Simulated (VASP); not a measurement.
# Cu2O in VASP: single point with PBE

Aim: the single point of Cu2O with PBE.

Program: VASP 6.6.1. These are calculated values, not measurements. Logs are shortened: lines on timing, memory, paths and dates and some standing lists are left out, and cuts for length are marked.

## Step 1: The cell of the first run

The cell holds a slab with vacuum, 30 atoms: a = 6.079 Å, b = 6.079 Å, c = 26.167 Å, α = 90.00°, β = 90.00°, γ = 120.00°.

## Step 2: Single point, PBE

INCAR

```
SYSTEM = Cu2O
ALGO = Normal
DIPOL = 0.5 0.5 0.500
EDIFF = 1E-6
ENCUT = 520
GGA = PE
GGA_COMPAT = .False.
IDIPOL = 3
ISIF = 2
ISMEAR = 0
KPAR = 4
LASPH = .True.
LCHARG = .False.
LDIPOL = .True.
LREAL = .False.
LWAVE = .False.
NBANDS = 161
NELM = 120
NELMDL = -8
PREC = Accurate
SIGMA = 0.05
```

KPOINTS

```
k-points
0
Gamma
  6 6 1
  0 0 0
```

POSCAR

```
Cu2O
1.0
    6.0786064182      0.0000000000      0.0000000000
   -3.0393032091      5.2642275777      0.0000000000
    0.0000000000      0.0000000000     26.1671130538
O Cu
10 20
Direct
    0.6666666667      0.3333333333      0.2866193143
    0.0000000000      0.0000000000      0.3340372444
    0.3333333333      0.6666666667      0.3814551746
    0.6666666667      0.3333333333      0.4288731048
    0.0000000000      0.0000000000      0.4762910349
    0.3333333333      0.6666666667      0.5237089651
    0.6666666667      0.3333333333      0.5711268952
    0.0000000000      0.0000000000      0.6185448254
    0.3333333333      0.6666666667      0.6659627556
    0.6666666667      0.3333333333      0.7133806857
    0.3333333333      0.1666666667      0.3103282794
    0.8333333333      0.1666666667      0.3103282794
    0.8333333333      0.6666666667      0.3103282794
    0.3333333333      0.6666666667      0.3103282794
    0.0000000000      0.5000000000      0.4051641397
    0.5000000000      0.5000000000      0.4051641397
    0.5000000000      0.0000000000      0.4051641397
    0.0000000000      0.0000000000      0.4051641397
    0.6666666667      0.8333333333      0.5000000000
    0.1666666667      0.8333333333      0.5000000000
    0.1666666667      0.3333333333      0.5000000000
    0.6666666667      0.3333333333      0.5000000000
    0.3333333333      0.1666666667      0.5948358603
    0.8333333333      0.1666666667      0.5948358603
    0.8333333333      0.6666666667      0.5948358603
    0.3333333333      0.6666666667      0.5948358603
    0.0000000000      0.5000000000      0.6896717206
    0.5000000000      0.5000000000      0.6896717206
    0.5000000000      0.0000000000      0.6896717206
    0.0000000000      0.0000000000      0.6896717206
```

Potentials or basis: VASP PAW PBE potentials, release 64 (O, Cu).

Launch:

```bash
$ cat potpaw_PBE.64/O/POTCAR potpaw_PBE.64/Cu/POTCAR > POTCAR
$ mpirun -np 4 vasp_std > vasp.out
```

OUTCAR:

```text
SYSTEM = Cu2O
   EDIFF = 1E-6
   ENCUT = 520
   GGA = PE
   ISIF = 2
   ISMEAR = 0
   LASPH = .True.
   LREAL = .False.
   NELM = 120
   NELMDL = -8
   PREC = Accurate

 ion  position               nearest neighbor table
   1  0.667  0.333  0.287-  12 1.86  13 1.86  11 1.86
   2  0.000  0.000  0.334-  13 1.86  11 1.86  12 1.86  18 1.86
   3  0.333  0.667  0.381-  14 1.86  17 1.86  15 1.86  16 1.86
   4  0.667  0.333  0.429-  22 1.86  17 1.86  15 1.86  16 1.86
   5  0.000  0.000  0.476-  18 1.86  21 1.86  19 1.86  20 1.86
   6  0.333  0.667  0.524-  26 1.86  20 1.86  21 1.86  19 1.86
   7  0.667  0.333  0.571-  22 1.86  24 1.86  25 1.86  23 1.86
   8  0.000  0.000  0.619-  30 1.86  25 1.86  23 1.86  24 1.86
   9  0.333  0.667  0.666-  29 1.86  27 1.86  28 1.86  26 1.86
  10  0.667  0.333  0.713-  29 1.86  27 1.86  28 1.86
  11  0.333  0.167  0.310-   2 1.86   1 1.86
  12  0.833  0.167  0.310-   1 1.86   2 1.86
  13  0.833  0.667  0.310-   2 1.86   1 1.86
  14  0.333  0.667  0.310-   3 1.86
  15  0.000  0.500  0.405-   3 1.86   4 1.86
  16  0.500  0.500  0.405-   3 1.86   4 1.86
  17  0.500  0.000  0.405-   3 1.86   4 1.86
  18  0.000  0.000  0.405-   5 1.86   2 1.86
  19  0.667  0.833  0.500-   5 1.86   6 1.86
  20  0.167  0.833  0.500-   6 1.86   5 1.86
  21  0.167  0.333  0.500-   5 1.86   6 1.86
  22  0.667  0.333  0.500-   4 1.86   7 1.86
  23  0.333  0.167  0.595-   8 1.86   7 1.86
  24  0.833  0.167  0.595-   7 1.86   8 1.86
  25  0.833  0.667  0.595-   8 1.86   7 1.86
  26  0.333  0.667  0.595-   6 1.86   9 1.86
  27  0.000  0.500  0.690-   9 1.86  10 1.86
  28  0.500  0.500  0.690-   9 1.86  10 1.86
  29  0.500  0.000  0.690-   9 1.86  10 1.86
  30  0.000  0.000  0.690-   8 1.86

  LATTYP: Found a hexagonal cell.
 ALAT       =     6.0786064182
 C/A-ratio  =     4.3047881790

  Lattice vectors:

 A1 = (   6.0786064182,   0.0000000000,   0.0000000000)
 A2 = (  -3.0393032091,   5.2642275777,   0.0000000000)
 A3 = (   0.0000000000,   0.0000000000,  26.1671130538)

Analysis of symmetry for initial positions (statically):
=====================================================================
 Subroutine PRICEL returns:
 Original cell was already a primitive cell.

 Routine SETGRP: Setting up the symmetry group for a
 hexagonal supercell.

 Subroutine GETGRP returns: Found 12 space group operations
 (whereof  6 operations were pure point group operations)
 out of a pool of 24 trial point group operations.

The static configuration has the point symmetry C_3v.
 The point group associated with its full space group is D_3d.

Analysis of symmetry for dynamics (positions and initial velocities):
=====================================================================
 Subroutine PRICEL returns:
 Original cell was already a primitive cell.

 Routine SETGRP: Setting up the symmetry group for a
 hexagonal supercell.

 Subroutine GETGRP returns: Found 12 space group operations
 (whereof  6 operations were pure point group operations)
 out of a pool of 24 trial point group operations.

The dynamic configuration has the point symmetry C_3v.
 The point group associated with its full space group is D_3d.

 Subroutine INISYM returns: Found 12 space group operations
 (whereof  6 operations are pure point group operations),
 and found     1 'primitive' translations

----------------------------------------------------------------------------------------

                                     Primitive cell

  volume of cell :     837.3258

  direct lattice vectors                    reciprocal lattice vectors
     6.078606418  0.000000000  0.000000000     0.164511391  0.094980696  0.000000000
    -3.039303209  5.264227578  0.000000000     0.000000000  0.189961392  0.000000000
     0.000000000  0.000000000 26.167113054     0.000000000  0.000000000  0.038215909

  length of vectors
     6.078606418  6.078606418 26.167113054     0.189961392  0.189961392  0.038215909

  position of ions in fractional coordinates (direct lattice)
     0.666666667  0.333333333  0.286619314
     0.000000000  0.000000000  0.334037244
     0.333333333  0.666666667  0.381455175
     0.666666667  0.333333333  0.428873105
     0.000000000  0.000000000  0.476291035
     0.333333333  0.666666667  0.523708965
[... 22 lines left out ...]
     0.500000000  0.000000000  0.689671721
     0.000000000  0.000000000  0.689671721

  ion indices of the primitive-cell ions
   primitive index   ion index
                 1           1
                 2           2
                 3           3
                 4           4
                 5           5
                 6           6
[... 22 lines left out ...]
                29          29
                30          30

----------------------------------------------------------------------------------------

 KPOINTS: k-points

Automatic generation of k-mesh.
 Grid dimensions read from file:
 generate k-points for:    6    6    1

 Generating k-lattice:

  Cartesian coordinates                     Fractional coordinates (reciprocal lattice)
     0.027418565  0.015830116  0.000000000     0.166666667 -0.000000000  0.000000000
     0.000000000  0.031660232  0.000000000     0.000000000  0.166666667  0.000000000
     0.000000000  0.000000000  0.038215909     0.000000000  0.000000000  1.000000000

  Length of vectors
     0.031660232  0.031660232  0.038215909

  Shift w.r.t. Gamma in fractional coordinates (k-lattice)
     0.000000000  0.000000000  0.000000000

 Subroutine IBZKPT returns following result:
 ===========================================

 Found      7 irreducible k-points:

 Following reciprocal coordinates:
            Coordinates               Weight
  0.000000  0.000000  0.000000      1.000000
  0.166667  0.000000  0.000000      6.000000
  0.333333  0.000000  0.000000      6.000000
  0.500000  0.000000  0.000000      3.000000
  0.166667  0.166667  0.000000      6.000000
  0.333333  0.166667  0.000000     12.000000
  0.333333  0.333333  0.000000      2.000000
   k-points           NKPTS =      7   k-points in BZ     NKDIM =      7   number of bands    NBANDS=    161
   number of dos      NEDOS =    301   number of ions     NIONS =     30
   total plane-waves  NPLWV = 451584
   dimension x,y,z NGX =    48 NGY =   48 NGZ =  196
   dimension x,y,z NGXF=    96 NGYF=   96 NGZF=  392
   ions per type =              10  20
   NGX,Y,Z   is equivalent  to a cutoff of  13.13, 13.13, 12.45 a.u.
   NGXF,Y,Z  is equivalent  to a cutoff of  26.26, 26.26, 24.90 a.u.
 SYSTEM =  Cu2O
   PREC   = accura    normal or accurate (medium, high low for compatibility)
   ISTART =      0    job   : 0-new  1-cont  2-samecut
   ICHARG =      2    charge: 1-file 2-atom 10-const
   ISPIN  =      1    spin polarized calculation?
   LNONCOLLINEAR =      F non collinear calculations
   LSORBIT =      F    spin-orbit coupling
   LASPH  =      T    aspherical Exc in radial PAW
   ENCUT  =  520.0 eV  38.22 Ry    6.18 a.u.  11.30 11.30 48.65*2*pi/ulx,y,z
   NELM   =    120;   NELMIN=  2; NELMDL= -8     # of ELM steps
   EDIFF  = 0.1E-05   stopping-criterion for ELM
   LREAL  =      F    real-space projection
   EDIFFG = 0.1E-04   stopping-criterion for IOM
   NSW    =      0    number of steps for IOM
   IBRION =     -1    ionic relax: 0-MD 1-quasi-New 2-CG
   NFREE  =      0    steps in history (QN), initial steepest desc. (CG)
   ISIF   =      2    stress and relaxation
   ISYM   =      2    0-nonsym 1-usesym 2-fastsym
   POTIM  = 0.5000    time-step for ionic-motion
   TEBEG  =    0.0;   TEEND  =   0.0 temperature during run
   PSTRESS=    0.0 pullay stress
   NELECT =     280.0000    total number of electrons
   NUPDOWN=      -1.0000    fix difference up-down
   EMIN   =  10.00;   EMAX   =-10.00  energy-range for DOS
   EFERMI =   0.00;   METHOD = LEGACY
   ISMEAR =     0;   SIGMA  =   0.05  broadening in eV -4-tet -1-fermi 0-gaus
   EFERMI_NEDOS =   21; number of points for ismear=-14 and -15
   IALGO  =     38    algorithm
   IMIX   =      4    mixing-type and parameters
     AMIX     =   0.40;   BMIX     =  1.00
     AMIX_MAG =   1.60;   BMIX_MAG =  1.00
  volume/ion in A,a.u.               =      27.91       188.35
  Fermi-wavevector in a.u.,A,eV,Ry     =   1.136308  2.147310 17.567782  1.291196
  Thomas-Fermi vector in A             =   2.273013
   LORBIT       =      0    0 simple, 1 ext, 2 COOP (PROOUT), +10 PAW based schemes
   GGA     = PE    functional components
   LHFCALC =     F    Hartree Fock is set to
   AEXX    =    0.0000 exact exchange contribution
   IVDW    =     0    specifies the selected vdW correction
   LEPSILON=     F    determine dielectric tensor
   LRPA    =     F    only Hartree local field effects (RPA)
 non-spin polarized calculation
 Gauss-broadening in eV      SIGMA  =   0.05
  energy-cutoff  :      520.00
  volume of cell :      837.33
 maximum number of plane-waves:     22597
 NGX is ok and might be reduce to    48
   NGX = 23   NGY = 23   NGZ = 97

 dipolmoment           0.000000      0.000000      0.000000 electrons x Angstroem

 number of electron     280.0000270 magnetization

 dipolmoment           0.000000      0.000000     -0.000000 electrons x Angstroem

 Free energy of the ion-electron system (eV)
  ---------------------------------------------------
  ext. energy  EPLUGINS =         0.00000000
  ---------------------------------------------------
  free energy    TOTEN  =      -133.26304152 eV

  energy without entropy =     -133.26304152  energy(sigma->0) =     -133.26304152

 E-fermi :  -0.1623     XC(G=0):  -5.7076

 val. band max:       -0.3633298637   @ k =   0.0000   0.0000   0.0000
 cond. band min:       0.0392759575   @ k =   0.0000   0.0000   0.0000
 fundamental gap:      0.4026058211
 Fermi energy:        -0.1623167978

 k-point     1 :       0.0000    0.0000    0.0000
  band No.  band energies     occupation
      1     -20.2022      2.00000
      2     -20.1063      2.00000
      3     -20.0540      2.00000
      4     -20.0093      2.00000
      5     -19.9994      2.00000
      6     -19.6910      2.00000
[... 1074 lines left out ...]
    151       2.3481      0.00000
    152       2.3481      0.00000
 [bands above 152 left out]

------------------------ aborting loop because EDIFF is reached ----------------------------------------

 vacuum level on the upper side and lower side of the slab       (xc-potential included)        -0.115        -0.115

  FORCE on cell =-STRESS in cart. coord.  units (eV):
  Direction    XX          YY          ZZ          XY          YZ          ZX
  --------------------------------------------------------------------------------------
  -------------------------------------------------------------------------------------
  Total       -6.4692412     -6.4692412      3.3584061      0.0000000      0.0000000     -0.0000000
  in kB      -12.3785403    -12.3785403      6.4261269      0.0000000      0.0000000     -0.0000000
  external PRESSURE =      -6.1103179 kB  Pullay stress =       0.0000000 kB

 VOLUME and BASIS-vectors are now :
 -----------------------------------------------------------------------------
  energy-cutoff  :      520.00
  volume of cell :      837.33
      direct lattice vectors                 reciprocal lattice vectors
     6.078606418  0.000000000  0.000000000     0.164511391  0.094980696  0.000000000
    -3.039303209  5.264227578  0.000000000     0.000000000  0.189961392  0.000000000
     0.000000000  0.000000000 26.167113054     0.000000000  0.000000000  0.038215909

 POSITION                                       TOTAL-FORCE (eV/Angst)
 -----------------------------------------------------------------------------------
      3.03930      1.75474      7.50000        -0.000000     -0.000000     -0.000889
      0.00000      0.00000      8.74079        -0.000000     -0.000000     -0.492809
     -0.00000      3.50949      9.98158        -0.000000     -0.000000      0.441481
      3.03930      1.75474     11.22237        -0.000000     -0.000000      0.007384
      0.00000      0.00000     12.46316        -0.000000     -0.000000     -0.018878
     -0.00000      3.50949     13.70395        -0.000000     -0.000000      0.018878
[... 22 lines left out ...]
      3.03930      0.00000     18.04672        -0.000000      0.700871     -0.021603
      0.00000      0.00000     18.04672        -0.000000     -0.000000      0.387398
 -----------------------------------------------------------------------------------
    total drift:                               -0.000000      0.000000      0.000001

  FREE ENERGIE OF THE ION-ELECTRON SYSTEM (eV)
  ---------------------------------------------------
  free  energy   TOTEN  =      -133.2630415236 eV

  energy  without entropy=     -133.2630415234  energy(sigma->0) =     -133.26304152

 vacuum level on the upper side and lower side of the slab         4.256         4.256
```

Run time: 19 min. Hardware: 4 MPI ranks of Intel Xeon Platinum 8375C at 2.90GHz (Ice Lake), shared host; peak memory 1.2 GiB.

What came out:

```
Free energy            : -133.2630 eV
Largest force          : 0.701 eV/Å
Band gap on the k mesh : 0.40 eV, direct
```

Forces on the atoms (eV/Å):
```
O    0.000  0.000 -0.001
O    0.000  0.000 -0.493
O    0.000  0.000  0.441
O    0.000  0.000  0.007
O    0.000  0.000 -0.019
O    0.000  0.000  0.019
O    0.000  0.000 -0.007
O    0.000  0.000 -0.441
O    0.000  0.000  0.493
O    0.000  0.000  0.001
Cu   0.607  0.350  0.022
Cu  -0.607  0.350  0.022
Cu   0.000 -0.701  0.022
Cu   0.000  0.000 -0.387
Cu   0.023  0.013  0.052
Cu  -0.023  0.013  0.052
Cu   0.000 -0.026  0.052
Cu   0.000  0.000  0.070
Cu   0.000  0.000  0.000
Cu   0.000  0.000  0.000
Cu   0.000  0.000  0.000
Cu   0.000  0.000  0.000
Cu  -0.023 -0.013 -0.052
Cu   0.023 -0.013 -0.052
Cu   0.000  0.026 -0.052
Cu   0.000  0.000 -0.070
Cu  -0.607 -0.350 -0.022
Cu   0.607 -0.350 -0.022
Cu   0.000  0.701 -0.022
Cu   0.000  0.000  0.387
```

Levels at points of the mesh, in eV from the valence-band top:
| k point | band 137 | band 138 | band 139 | band 140 | band 141 | band 142 | band 143 | band 144 |
| --- | --- | --- | --- | --- | --- | --- | --- | --- |
| (0.00, 0.00, 0.00) | -0.20 | -0.15 | -0.15 | 0.00 | 0.40 | 0.49 | 1.14 | 1.77 |
| (0.50, 0.00, 0.00) | -0.47 | -0.39 | -0.34 | -0.32 | 0.81 | 0.82 | 1.88 | 1.94 |
